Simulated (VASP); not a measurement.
# HfB2 (P-1) in VASP: further runs

HfB2 is run at these levels: PBEsol; tasks: single point.

Everything below comes from runs of VASP 6.6.1. Logs are shortened: lines on timing, memory, paths and dates and some standing lists are left out, and cuts for length are marked.

## 1. The cell of the first run

The typed cell holds 3 atoms: a = 3.140 Å, b = 3.113 Å, c = 3.480 Å, α = 89.57°, β = 88.85°, γ = 119.13°.

## 2. Single point, PBEsol (equal xy, yz and zx shear strains of +2 %)

INCAR

```
SYSTEM = HfB2
ALGO = Normal ; EDIFF = 1E-6
ENCUT = 520 ; GGA = PS
ISIF = 2 ; ISMEAR = -1
LASPH = .True. ; LCHARG = .True.
LELF = .True. ; LREAL = .False.
LVHAR = .True. ; LWAVE = .False.
NBANDS = 15 ; NELM = 80
PREC = Accurate ; SIGMA = 0.05
```

KPOINTS

```
k-points
0
Gamma
  13 13 11
  0 0 0
```

POSCAR

```
HfB2
1.0
    3.1400001005      0.0314000010      0.0314000010
   -1.5428068518      2.7036198544      0.0114931980
    0.0348000000      0.0348000000      3.4800000000
Hf B
1 2
Direct
    0.0000000000      0.0000000000      0.0000000000
    0.3333333333      0.6666666667      0.5000000000
    0.6666666667      0.3333333333      0.5000000000
```

Potentials or basis: VASP PAW PBE potentials, release 64 (Hf_pv, B).

On the command line:

```sh
$ cat potpaw_PBE.64/Hf_pv/POTCAR potpaw_PBE.64/B/POTCAR > POTCAR
$ mpirun -np 1 vasp_std > vasp.out
```

OUTCAR:

```text
SYSTEM = HfB2
   EDIFF = 1E-6
   ENCUT = 520
   GGA = PS
   ISIF = 2
   ISMEAR = -1
   LASPH = .True.
   LREAL = .False.
   NELM = 80
   PREC = Accurate

 ion  position               nearest neighbor table
   1  0.000  0.000  0.000-   2 2.49   3 2.49   3 2.49   2 2.49   3 2.49   2 2.49   2 2.51   3 2.51
                             3 2.54   2 2.54   3 2.56   2 2.56
   2  0.333  0.667  0.500-   3 1.80   3 1.81   3 1.83   1 2.49   1 2.49   1 2.49   1 2.51   1 2.54
                             1 2.56
   3  0.667  0.333  0.500-   2 1.80   2 1.81   2 1.83   1 2.49   1 2.49   1 2.49   1 2.51   1 2.54
                             1 2.56

  LATTYP: Found a triclinic cell.
 ALAT       =     8.8361813540
 B/A-ratio  =     1.0115271760
 C/A-ratio  =     0.8653169296
 COS(alpha) =     0.0041657191
 COS(beta)  =     0.5097732902
 COS(gamma) =     0.8610173440

  Lattice vectors:

 A1 = (  -4.7524069523,   2.6026198534,  -6.9799068030)
 A2 = (  -6.2604138041,   5.3410397078,  -3.4884136050)
 A3 = (   1.4732068518,  -2.7732198544,  -6.9714931980)

Analysis of symmetry for initial positions (statically):
=====================================================================
 Subroutine PRICEL returns:
 Original cell was already a primitive cell.

 Routine SETGRP: Setting up the symmetry group for a
 triclinic supercell.

 Subroutine GETGRP returns: Found  2 space group operations
 (whereof  2 operations were pure point group operations)
 out of a pool of  2 trial point group operations.

The static configuration has the point symmetry S_2 .

Analysis of symmetry for dynamics (positions and initial velocities):
=====================================================================
 Subroutine PRICEL returns:
 Original cell was already a primitive cell.

 Routine SETGRP: Setting up the symmetry group for a
 triclinic supercell.

 Subroutine GETGRP returns: Found  2 space group operations
 (whereof  2 operations were pure point group operations)
 out of a pool of  2 trial point group operations.

The dynamic configuration has the point symmetry S_2 .

 Subroutine INISYM returns: Found  2 space group operations
 (whereof  2 operations are pure point group operations),
 and found     1 'primitive' translations

----------------------------------------------------------------------------------------

                                     Primitive cell

  volume of cell :      29.7057

  direct lattice vectors                    reciprocal lattice vectors
     3.140000101  0.031400001  0.031400001     0.316713553  0.180752118 -0.004974657
    -1.542806852  2.703619854  0.011493198    -0.003641701  0.367811847 -0.003641701
     0.034800000  0.034800000  3.480000000    -0.002845676 -0.002845676  0.287413235

  length of vectors
     3.140314085  3.112867712  3.480347983     0.364696517  0.367847902  0.287441409

  position of ions in fractional coordinates (direct lattice)
     0.000000000  0.000000000  0.000000000
     0.333333333  0.666666667  0.500000000
     0.666666667  0.333333333  0.500000000

  ion indices of the primitive-cell ions
   primitive index   ion index
                 1           1
                 2           2
                 3           3

----------------------------------------------------------------------------------------

 KPOINTS: k-points

Automatic generation of k-mesh.
 Grid dimensions read from file:
 generate k-points for:   13   13   11

 Generating k-lattice:

  Cartesian coordinates                     Fractional coordinates (reciprocal lattice)
     0.024362581  0.013904009 -0.000382666     0.076923077 -0.000000000  0.000000000
    -0.000280131  0.028293219 -0.000280131    -0.000000000  0.076923077  0.000000000
    -0.000258698 -0.000258698  0.026128476    -0.000000000  0.000000000  0.090909091

  Length of vectors
     0.028053578  0.028295992  0.026131037

  Shift w.r.t. Gamma in fractional coordinates (k-lattice)
     0.000000000  0.000000000  0.000000000

 Subroutine IBZKPT returns following result:
 ===========================================

 Found    930 irreducible k-points:

 Following reciprocal coordinates:
            Coordinates               Weight
  0.000000  0.000000  0.000000      1.000000
  0.076923 -0.000000  0.000000      2.000000
  0.153846 -0.000000  0.000000      2.000000
  0.230769  0.000000  0.000000      2.000000
  0.307692 -0.000000  0.000000      2.000000
  0.384615 -0.000000  0.000000      2.000000
[... 16 lines left out ...]
  0.153846  0.153846  0.000000      2.000000
  0.230769  0.153846  0.000000      2.000000
 [... further k-points ...]
   k-points           NKPTS =    930   k-points in BZ     NKDIM =    930   number of bands    NBANDS=     15
   number of dos      NEDOS =    301   number of ions     NIONS =      3
   total plane-waves  NPLWV =  16128
   dimension x,y,z NGX =    24 NGY =   24 NGZ =   28
   dimension x,y,z NGXF=    48 NGYF=   48 NGZF=   56
   ions per type =               1   2
   NGX,Y,Z   is equivalent  to a cutoff of  12.71, 12.82, 13.37 a.u.
   NGXF,Y,Z  is equivalent  to a cutoff of  25.41, 25.63, 26.75 a.u.
 SYSTEM =  HfB2
   PREC   = accura    normal or accurate (medium, high low for compatibility)
   ISTART =      0    job   : 0-new  1-cont  2-samecut
   ICHARG =      2    charge: 1-file 2-atom 10-const
   ISPIN  =      1    spin polarized calculation?
   LNONCOLLINEAR =      F non collinear calculations
   LSORBIT =      F    spin-orbit coupling
   LASPH  =      T    aspherical Exc in radial PAW
   ENCUT  =  520.0 eV  38.22 Ry    6.18 a.u.   5.84  5.79  6.47*2*pi/ulx,y,z
   NELM   =     80;   NELMIN=  2; NELMDL= -5     # of ELM steps
   EDIFF  = 0.1E-05   stopping-criterion for ELM
   LREAL  =      F    real-space projection
   EDIFFG = 0.1E-04   stopping-criterion for IOM
   NSW    =      0    number of steps for IOM
   IBRION =     -1    ionic relax: 0-MD 1-quasi-New 2-CG
   NFREE  =      0    steps in history (QN), initial steepest desc. (CG)
   ISIF   =      2    stress and relaxation
   ISYM   =      2    0-nonsym 1-usesym 2-fastsym
   POTIM  = 0.5000    time-step for ionic-motion
   TEBEG  =    0.0;   TEEND  =   0.0 temperature during run
   PSTRESS=    0.0 pullay stress
   NELECT =      16.0000    total number of electrons
   NUPDOWN=      -1.0000    fix difference up-down
   EMIN   =  10.00;   EMAX   =-10.00  energy-range for DOS
   EFERMI =   0.00;   METHOD = LEGACY
   ISMEAR =    -1;   SIGMA  =   0.05  broadening in eV -4-tet -1-fermi 0-gaus
   EFERMI_NEDOS =   21; number of points for ismear=-14 and -15
   IALGO  =     38    algorithm
   IMIX   =      4    mixing-type and parameters
     AMIX     =   0.40;   BMIX     =  1.00
     AMIX_MAG =   1.60;   BMIX_MAG =  1.00
  volume/ion in A,a.u.               =       9.90        66.82
  Fermi-wavevector in a.u.,A,eV,Ry     =   1.331992  2.517100 24.139488  1.774202
  Thomas-Fermi vector in A             =   2.460961
   LORBIT       =      0    0 simple, 1 ext, 2 COOP (PROOUT), +10 PAW based schemes
   GGA     = PS    functional components
   LHFCALC =     F    Hartree Fock is set to
   AEXX    =    0.0000 exact exchange contribution
   IVDW    =     0    specifies the selected vdW correction
   LEPSILON=     F    determine dielectric tensor
   LRPA    =     F    only Hartree local field effects (RPA)
 non-spin polarized calculation
  energy-cutoff  :      520.00
  volume of cell :       29.71
 maximum number of plane-waves:       816
   NGX = 11   NGY = 11   NGZ = 13

 number of electron      15.9999999 magnetization

 Free energy of the ion-electron system (eV)
  ---------------------------------------------------
  ext. energy  EPLUGINS =         0.00000000
  ---------------------------------------------------
  free energy    TOTEN  =       -27.83081551 eV

  energy without entropy =      -27.82897139  energy(sigma->0) =      -27.82989345

 E-fermi :   7.6167     XC(G=0): -12.6821

 val. band max:        7.6157174364   @ k =  -0.4615   0.3077  -0.0000
 cond. band min:       7.6594009222   @ k =   0.3077   0.1538   0.0000
 fundamental gap:      0.0436834858
 Fermi energy:         7.6167483784

 k-point     1 :       0.0000    0.0000    0.0000
  band No.  band energies     occupation
      1     -23.0229      2.00000
      2     -22.5349      2.00000
      3     -22.4947      2.00000
      4      -6.1716      2.00000
      5       4.4894      2.00000
      6       4.5781      2.00000
      7       4.7727      2.00000
      8       4.8095      2.00000
      9      11.3806      0.00000
     10      11.5092      0.00000
     11      12.1866      0.00000
     12      12.3028      0.00000
     13      12.3947      0.00000
     14      12.5700      0.00000
     15      12.8595      0.00000

 k-point     2 :       0.0769   -0.0000    0.0000
  band No.  band energies     occupation
      1     -23.0156      2.00000
      2     -22.5793      2.00000
      3     -22.5057      2.00000
      4      -6.0451      2.00000
      5       4.1947      2.00000
      6       4.6252      2.00000
      7       4.7121      2.00000
      8       4.7645      2.00000
      9      11.0314      0.00000
     10      11.4068      0.00000
     11      11.7163      0.00000
     12      11.7676      0.00000
     13      12.8304      0.00000
     14      13.4154      0.00000
     15      13.6739      0.00000
[... 365 lines left out ...]
      3     -22.6355      2.00000
      4      -4.7620      2.00000
      5       2.0527      2.00000
      6       3.5264      2.00000
      7       4.0150      2.00000
      8       6.0214      2.00000
      9       9.1742      0.00000
     10       9.5953      0.00000
     11      11.5399      0.00000
     12      13.4326      0.00000
     13      14.4662      0.00000
     14      14.6958      0.00000
     15      16.2717      0.00000

 k-point    24 :       0.2308    0.1538    0.0000
  band No.  band energies     occupation
      1     -23.0494      2.00000
      2     -22.9232      2.00000
      3     -22.6978      2.00000
      4      -4.0265      2.00000
      5       1.1455      2.00000
      6       2.9050      2.00000
      7       3.8380      2.00000
      8       6.5867      2.00000
      9       8.3762      0.00000
     10       9.1969      0.00000
     11      12.6570      0.00000
     12      13.7595      0.00000
     13      14.5816      0.00000
     14      15.4518      0.00000
     15      17.2440      0.00000

 [... further k-points ...]

------------------------ aborting loop because EDIFF is reached ----------------------------------------

  FORCE on cell =-STRESS in cart. coord.  units (eV):
  Direction    XX          YY          ZZ          XY          YZ          ZX
  --------------------------------------------------------------------------------------
  -------------------------------------------------------------------------------------
  Total       -0.6981675     -0.6953369     -0.8929500     -0.9850105     -0.9574563     -0.9585051
  in kB      -37.6556748    -37.5030095    -48.1612723    -53.1265599    -51.6404230    -51.6969898
  external PRESSURE =     -41.1066522 kB  Pullay stress =       0.0000000 kB

 VOLUME and BASIS-vectors are now :
 -----------------------------------------------------------------------------
  energy-cutoff  :      520.00
  volume of cell :       29.71
      direct lattice vectors                 reciprocal lattice vectors
     3.140000101  0.031400001  0.031400001     0.316713553  0.180752118 -0.004974657
    -1.542806852  2.703619854  0.011493198    -0.003641701  0.367811847 -0.003641701
     0.034800000  0.034800000  3.480000000    -0.002845676 -0.002845676  0.287413235

 POSITION                                       TOTAL-FORCE (eV/Angst)
 -----------------------------------------------------------------------------------
      0.00000      0.00000      0.00000         0.000000      0.000000      0.000000
      0.03553      1.83028      1.75813         0.011461      0.005923     -0.005830
      1.59646      0.93954      1.76476        -0.011461     -0.005923      0.005830
 -----------------------------------------------------------------------------------
    total drift:                               -0.000000      0.000000      0.000000

  FREE ENERGIE OF THE ION-ELECTRON SYSTEM (eV)
  ---------------------------------------------------
  free  energy   TOTEN  =       -27.8308155102 eV

  energy  without entropy=      -27.8289713879  energy(sigma->0) =      -27.82989345
```

Run time: 11 min. Hardware: 1 thread of Intel Xeon 8259CL, shared host; peak memory 0.5 GiB.

Results:

```yaml
Free_energy: -27.8308 eV
Pressure: -4.1 GPa
Largest_force: 0.014 eV/Å
Band_gap_on_the_k_mesh: zero (bands 8 and 9 overlap by 0.96 eV)
```

Forces on the atoms (eV/Å):
```
Hf   0.000  0.000  0.000
B    0.011  0.006 -0.006
B   -0.011 -0.006  0.006
```

Stress tensor (GPa, compression positive):
```
-3.77 -5.31 -5.17
-5.31 -3.75 -5.16
-5.17 -5.16 -4.82
```

Levels at points of the mesh, in eV from the Fermi level:
```csv
k point,band 5,band 6,band 7,band 8,band 9,band 10,band 11,band 12
"(0.00, 0.00, 0.00)",-3.13,-3.04,-2.84,-2.81,3.76,3.89,4.57,4.69
```

Caveat: the cell differs from its parent crystal (equal xy, yz and zx shear strains of +2 %); the cell stands under tension; the PAW data sets were made with another functional, which shifts forces and pressure a little; spin-orbit coupling is left out, which moves the levels of the heavy elements.

## 3. Single point, PBEsol (equal xy, yz and zx shear strains of -2 %)

INCAR

```
SYSTEM = HfB2
PREC = Accurate
ENCUT = 520
EDIFF = 1E-6
ISMEAR = -1
SIGMA = 0.05
LREAL = .FALSE.
LASPH = .TRUE.
NELM = 100
ALGO = Normal
ISIF = 2
LWAVE = .FALSE.
LCHARG = .FALSE.
GGA = PS
NBANDS = 15
```

KPOINTS

```
regular mesh
0
G
  13 13 11
  0 0 0
```

POSCAR

```
HfB2
1.0
    3.1400001005     -0.0314000010     -0.0314000010
   -1.5971932488      2.7350198554     -0.0114931980
   -0.0348000000     -0.0348000000      3.4800000000
Hf B
1 2
Direct
    0.0000000000      0.0000000000      0.0000000000
    0.3333333333      0.6666666667      0.5000000000
    0.6666666667      0.3333333333      0.5000000000
```

Potentials or basis: VASP PAW PBE potentials, release 64 (Hf_pv, B).

On the command line:

```sh
$ cat potpaw_PBE.64/Hf_pv/POTCAR potpaw_PBE.64/B/POTCAR > POTCAR
$ mpirun -np 1 vasp_std > vasp.out
```

It took 9.1 min on 1 thread of Intel Xeon 8259CL, shared host; peak memory 0.5 GiB.

It converged, with:

| Property | Result |
| --- | --- |
| Free energy | -27.8295 eV |
| Pressure | -4.1 GPa |
| Largest force | 0.024 eV/Å |
| Band gap on the k mesh | zero (bands 8 and 9 overlap by 1.03 eV) |

Forces on the atoms (eV/Å):
```
Hf   0.000  0.000  0.000
B   -0.022  0.006 -0.008
B    0.022 -0.006  0.008
```

Stress tensor (GPa, compression positive):
```
-3.75  5.57  5.42
 5.57 -3.76  5.42
 5.42  5.42 -4.79
```

Levels at points of the mesh, in eV from the Fermi level:
```
           k point  band 4  band 5  band 6  band 7  band 8  band 9  band 10  band 11  band 12  band 13
(0.00, 0.00, 0.00)  -13.79   -3.14   -3.04   -2.84   -2.81    3.81     3.89     4.59     4.68     4.70
```

Caveat: the cell differs from its parent crystal (equal xy, yz and zx shear strains of -2 %); the cell stands under tension; the PAW data sets were made with another functional, which shifts forces and pressure a little; spin-orbit coupling is left out, which moves the levels of the heavy elements.

(Continued in part 2 of 2.)

The gap in the log of VASP goes by the Fermi energy; the results here count the filled bands.